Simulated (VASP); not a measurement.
# TiRe3 (Pm-3m) in VASP: further runs

The runs below take TiRe3 through relaxation of cell and atoms, single point, with r2SCAN.

All numbers are computed with VASP 6.6.1; they aren't measurements. Logs are shortened: lines on timing, memory, paths and dates and some standing lists are left out, and cuts for length are marked.

## (1) The cell of the first run

Symmetry: Pm-3m, No. 221, cubic system. The conventional cell has a = 3.833 Å, b = 3.833 Å, c = 3.833 Å, α = 90.00°, β = 90.00°, γ = 90.00°. Ti (site symmetry m-3m) has 12 Re at 2.71 Å within 3.6 Å. Re (site symmetry 4/mmm) has 4 Ti at 2.71 Å and 8 Re at 2.71 Å within 3.6 Å.

## (2) Relaxation of cell and atoms, r2SCAN

File POSCAR:

```
TiRe3
1.0
    3.8326459062      0.0000000000      0.0000000000
    0.0000000000      3.8326459062      0.0000000000
    0.0000000000      0.0000000000      3.8326459062
Ti Re
1 3
Direct
    0.0000000000      0.0000000000      0.0000000000
    0.0000000000      0.5000000000      0.5000000000
    0.5000000000      0.0000000000      0.5000000000
    0.5000000000      0.5000000000      0.0000000000
```

File INCAR.step1:

```
PREC = Accurate
ENCUT = 600
ISMEAR = 0
SIGMA = 0.1
LREAL = F
LASPH = T
NELM = 60
GGA = PE
ALGO = Normal
EDIFF = 1E-4
LWAVE = T
LCHARG = F
```

File INCAR.step2:

```
PREC = Accurate
ENCUT = 600
EDIFF = 1E-7
ISMEAR = 0
SIGMA = 0.1
LREAL = F
LASPH = T
NELM = 60
ALGO = Normal
ISIF = 3
LWAVE = F
LCHARG = F
METAGGA = R2SCAN
LMIXTAU = T
IBRION = 2
NSW = 90
EDIFFG = -0.04
ISTART = 1
```

File KPOINTS:

```
Automatic mesh
0
Gamma
  4 4 4
```

Potentials or basis: VASP PAW PBE potentials, release 64 (Ti_sv, Re).

On the command line:

```
> cat potpaw_PBE.64/Ti_sv/POTCAR potpaw_PBE.64/Re/POTCAR > POTCAR
> cp INCAR.step1 INCAR
> mpirun -np 1 vasp_std > vasp.out
> cp INCAR.step2 INCAR
> mpirun -np 1 vasp_std > vasp.out
```

OUTCAR:

```text
PREC = Accurate
   ENCUT = 600
   EDIFF = 1E-7
   ISMEAR = 0
   LREAL = F
   LASPH = T
   NELM = 60
   ISIF = 3
   METAGGA = R2SCAN
   IBRION = 2
   NSW = 90
   EDIFFG = -0.04
   ISTART = 1

 ion  position               nearest neighbor table
   1  0.000  0.000  0.000-   2 2.71   3 2.71   4 2.71   2 2.71   3 2.71   2 2.71   4 2.71   2 2.71
                             3 2.71   4 2.71   3 2.71   4 2.71
   2  0.000  0.500  0.500-   1 2.71   3 2.71   4 2.71   1 2.71   4 2.71   1 2.71   3 2.71   1 2.71
                             3 2.71   4 2.71   4 2.71   3 2.71
   3  0.500  0.000  0.500-   1 2.71   2 2.71   4 2.71   1 2.71   4 2.71   2 2.71   4 2.71   4 2.71
                             1 2.71   2 2.71   1 2.71   2 2.71
   4  0.500  0.500  0.000-   1 2.71   2 2.71   3 2.71   2 2.71   3 2.71   1 2.71   3 2.71   3 2.71
                             1 2.71   2 2.71   2 2.71   1 2.71

  LATTYP: Found a simple cubic cell.
 ALAT       =     3.8326459062

  Lattice vectors:

 A1 = (   3.8326459062,   0.0000000000,   0.0000000000)
 A2 = (   0.0000000000,   3.8326459062,   0.0000000000)
 A3 = (   0.0000000000,   0.0000000000,   3.8326459062)

Analysis of symmetry for initial positions (statically):
=====================================================================
 Subroutine PRICEL returns:
 Original cell was already a primitive cell.

 Routine SETGRP: Setting up the symmetry group for a
 simple cubic supercell.

 Subroutine GETGRP returns: Found 48 space group operations
 (whereof 48 operations were pure point group operations)
 out of a pool of 48 trial point group operations.

The static configuration has the point symmetry O_h .

Analysis of symmetry for dynamics (positions and initial velocities):
=====================================================================
 Subroutine PRICEL returns:
 Original cell was already a primitive cell.

 Routine SETGRP: Setting up the symmetry group for a
 simple cubic supercell.

 Subroutine GETGRP returns: Found 48 space group operations
 (whereof 48 operations were pure point group operations)
 out of a pool of 48 trial point group operations.

The dynamic configuration has the point symmetry O_h .

 Subroutine INISYM returns: Found 48 space group operations
 (whereof 48 operations are pure point group operations),
 and found     1 'primitive' translations

----------------------------------------------------------------------------------------

                                     Primitive cell

  volume of cell :      56.2984

  direct lattice vectors                    reciprocal lattice vectors
     3.832645906  0.000000000  0.000000000     0.260916355  0.000000000  0.000000000
     0.000000000  3.832645906  0.000000000     0.000000000  0.260916355  0.000000000
     0.000000000  0.000000000  3.832645906     0.000000000  0.000000000  0.260916355

  length of vectors
     3.832645906  3.832645906  3.832645906     0.260916355  0.260916355  0.260916355

  position of ions in fractional coordinates (direct lattice)
     0.000000000  0.000000000  0.000000000
     0.000000000  0.500000000  0.500000000
     0.500000000  0.000000000  0.500000000
     0.500000000  0.500000000  0.000000000

  ion indices of the primitive-cell ions
   primitive index   ion index
                 1           1
                 2           2
                 3           3
                 4           4

----------------------------------------------------------------------------------------

 KPOINTS: Automatic mesh

Automatic generation of k-mesh.
 Grid dimensions read from file:
 generate k-points for:    4    4    4

 Generating k-lattice:

  Cartesian coordinates                     Fractional coordinates (reciprocal lattice)
     0.065229089  0.000000000  0.000000000     0.250000000  0.000000000  0.000000000
     0.000000000  0.065229089  0.000000000     0.000000000  0.250000000  0.000000000
     0.000000000  0.000000000  0.065229089     0.000000000  0.000000000  0.250000000

  Length of vectors
     0.065229089  0.065229089  0.065229089

  Shift w.r.t. Gamma in fractional coordinates (k-lattice)
     0.000000000  0.000000000  0.000000000

 Subroutine IBZKPT returns following result:
 ===========================================

 Found     10 irreducible k-points:

 Following reciprocal coordinates:
            Coordinates               Weight
  0.000000  0.000000  0.000000      1.000000
  0.250000  0.000000  0.000000      6.000000
  0.500000  0.000000  0.000000      3.000000
  0.250000  0.250000  0.000000     12.000000
  0.500000  0.250000  0.000000     12.000000
  0.500000  0.500000  0.000000      3.000000
  0.250000  0.250000  0.250000      8.000000
  0.500000  0.250000  0.250000     12.000000
  0.500000  0.500000  0.250000      6.000000
  0.500000  0.500000  0.500000      1.000000
   k-points           NKPTS =     10   k-points in BZ     NKDIM =     10   number of bands    NBANDS=     20
   number of dos      NEDOS =    301   number of ions     NIONS =      4
   total plane-waves  NPLWV =  32768
   dimension x,y,z NGX =    32 NGY =   32 NGZ =   32
   dimension x,y,z NGXF=    64 NGYF=   64 NGZF=   64
   ions per type =               1   3
   NGX,Y,Z   is equivalent  to a cutoff of  13.88, 13.88, 13.88 a.u.
   NGXF,Y,Z  is equivalent  to a cutoff of  27.76, 27.76, 27.76 a.u.
 SYSTEM =  unknown system
   PREC   = accura    normal or accurate (medium, high low for compatibility)
   ISTART =      1    job   : 0-new  1-cont  2-samecut
   ICHARG =      0    charge: 1-file 2-atom 10-const
   ISPIN  =      1    spin polarized calculation?
   LNONCOLLINEAR =      F non collinear calculations
   LSORBIT =      F    spin-orbit coupling
   LASPH  =      T    aspherical Exc in radial PAW
   ENCUT  =  600.0 eV  44.10 Ry    6.64 a.u.   7.65  7.65  7.65*2*pi/ulx,y,z
   NELM   =     60;   NELMIN=  2; NELMDL=  0     # of ELM steps
   EDIFF  = 0.1E-06   stopping-criterion for ELM
   LREAL  =      F    real-space projection
   EDIFFG = -.4E-01   stopping-criterion for IOM
   NSW    =     90    number of steps for IOM
   IBRION =      2    ionic relax: 0-MD 1-quasi-New 2-CG
   NFREE  =      1    steps in history (QN), initial steepest desc. (CG)
   ISIF   =      3    stress and relaxation
   ISYM   =      2    0-nonsym 1-usesym 2-fastsym
   POTIM  = 0.5000    time-step for ionic-motion
   TEBEG  =    0.0;   TEEND  =   0.0 temperature during run
   PSTRESS=    0.0 pullay stress
   NELECT =      33.0000    total number of electrons
   NUPDOWN=      -1.0000    fix difference up-down
   EMIN   =  10.00;   EMAX   =-10.00  energy-range for DOS
   EFERMI =   0.00;   METHOD = LEGACY
   ISMEAR =     0;   SIGMA  =   0.10  broadening in eV -4-tet -1-fermi 0-gaus
   EFERMI_NEDOS =   21; number of points for ismear=-14 and -15
   IALGO  =     38    algorithm
   IMIX   =      4    mixing-type and parameters
     AMIX     =   0.40;   BMIX     =  1.00
     AMIX_MAG =   1.60;   BMIX_MAG =  1.00
  volume/ion in A,a.u.               =      14.07        94.98
  Fermi-wavevector in a.u.,A,eV,Ry     =   1.370085  2.589085 25.539936  1.877132
  Thomas-Fermi vector in A             =   2.495903
   LORBIT       =      0    0 simple, 1 ext, 2 COOP (PROOUT), +10 PAW based schemes
   METAGGA = R2SCAN    functional components
   LHFCALC =     F    Hartree Fock is set to
   AEXX    =    0.0000 exact exchange contribution
   IVDW    =     0    specifies the selected vdW correction
   LEPSILON=     F    determine dielectric tensor
   LRPA    =     F    only Hartree local field effects (RPA)
 conjugate gradient relaxation of ions
 non-spin polarized calculation
 Gauss-broadening in eV      SIGMA  =   0.10
  energy-cutoff  :      600.00
  volume of cell :       56.30
 maximum number of plane-waves:      1924
 NGX is ok and might be reduce to    32
   NGX = 15   NGY = 15   NGZ = 15

--------------------------------------- Ionic step        1  -------------------------------------------

 number of electron      33.0000002 magnetization

 Free energy of the ion-electron system (eV)
  ---------------------------------------------------
  ext. energy  EPLUGINS =         0.00000000
  ---------------------------------------------------
  free energy    TOTEN  =      -169.79751128 eV

  energy without entropy =     -169.76009095  energy(sigma->0) =     -169.77880112

------------------------ aborting loop because EDIFF is reached ----------------------------------------

  FORCE on cell =-STRESS in cart. coord.  units (eV):
  Direction    XX          YY          ZZ          XY          YZ          ZX
  --------------------------------------------------------------------------------------
  -------------------------------------------------------------------------------------
  Total        8.1460762      8.1460762      8.1460762      0.0000000      0.0000000      0.0000000
  in kB      231.8264355    231.8264355    231.8264355      0.0000000      0.0000000      0.0000000
  external PRESSURE =     231.8264355 kB  Pullay stress =       0.0000000 kB
[... 99 lines left out ...]
  energy  without entropy=     -170.0118247746  energy(sigma->0) =     -170.03316869

--------------------------------------- Ionic step        4  -------------------------------------------

 number of electron      33.0000002 magnetization

 Free energy of the ion-electron system (eV)
  ---------------------------------------------------
  ext. energy  EPLUGINS =         0.00000000
  ---------------------------------------------------
  free energy    TOTEN  =      -170.05662463 eV

  energy without entropy =     -170.01425965  energy(sigma->0) =     -170.03544214

 E-fermi :   8.0255     XC(G=0): -14.4408

 val. band max:        7.9171166674   @ k =   0.2500   0.2500   0.0000
 cond. band min:       8.0329320303   @ k =   0.5000   0.2500   0.2500
 fundamental gap:      0.1158153630
 Fermi energy:         8.0255225530

 k-point     1 :       0.0000    0.0000    0.0000
  band No.  band energies     occupation
      1     -50.5765      2.00000
      2     -25.8201      2.00000
      3     -25.8201      2.00000
      4     -25.8201      2.00000
      5      -1.4709      2.00000
      6       1.7171      2.00000
[... 12 lines left out ...]
     19      11.2174      0.00000
[... 237 lines left out ...]
  FREE ENERGIE OF THE ION-ELECTRON SYSTEM (eV)
  ---------------------------------------------------
  free  energy   TOTEN  =      -170.0566246332 eV

  energy  without entropy=     -170.0142596540  energy(sigma->0) =     -170.03544214

 reached required accuracy - stopping structural energy minimisation
```

Run time: 5.1 min. Hardware: 1 thread of Intel Xeon Platinum 8488C (Sapphire Rapids), shared host; peak memory 0.2 GiB.

What came out:

```yaml
Free_energy: -170.0566 eV
Relaxed_volume: 15.03 Å³/atom
Relaxed_cell: a = 3.918 Å, b = 3.918 Å, c = 3.918 Å, α = 90.00°, β = 90.00°, γ = 90.00°
Space_group_after_relaxing_to_0.1_Å: Pm-3m (No. 221)
Pressure_after_relaxing: -0.2 GPa
Band_gap_on_the_k_mesh: zero (an odd number of electrons rules out a gap without spin polarisation)
```

Final structure:
```cif
data_structure
_symmetry_space_group_name_H-M 'P 1'
_symmetry_Int_Tables_number 1
_cell_length_a 3.9177
_cell_length_b 3.9177
_cell_length_c 3.9177
_cell_angle_alpha 90.000
_cell_angle_beta 90.000
_cell_angle_gamma 90.000
_cell_volume 60.13
loop_
_atom_site_label
_atom_site_type_symbol
_atom_site_fract_x
_atom_site_fract_y
_atom_site_fract_z
_atom_site_occupancy
Ti1 Ti 0.00000 0.00000 0.00000 1
Re1 Re 0.00000 0.50000 0.50000 1
Re2 Re 0.50000 0.00000 0.50000 1
Re3 Re 0.50000 0.50000 0.00000 1
```

Levels at points of the mesh, in eV from the Fermi level:
```tsv
k point	band 14	band 15	band 16	band 17	band 18	band 19
(0.00, 0.00, 0.00)	-0.86	2.09	2.09	3.19	3.19	3.19
(0.50, 0.00, 0.00)	-2.19	-0.83	-0.41	0.69	0.71	0.71
(0.50, 0.50, 0.00)	-2.17	-1.99	-0.82	0.02	0.02	0.04
(0.50, 0.50, 0.50)	-1.03	-0.24	-0.24	0.28	0.58	0.58
```

Caveat: the k points lie up to 0.40 Å⁻¹ apart in the final cell, too coarse for converged energies and pressures of a metal; the PAW data sets were made with another functional, which shifts forces and pressure a little; spin-orbit coupling is left out, which moves the levels of the heavy elements.

(Continued in part 2 of 2.)

The gap in the log of VASP goes by the Fermi energy; the results here count the filled bands.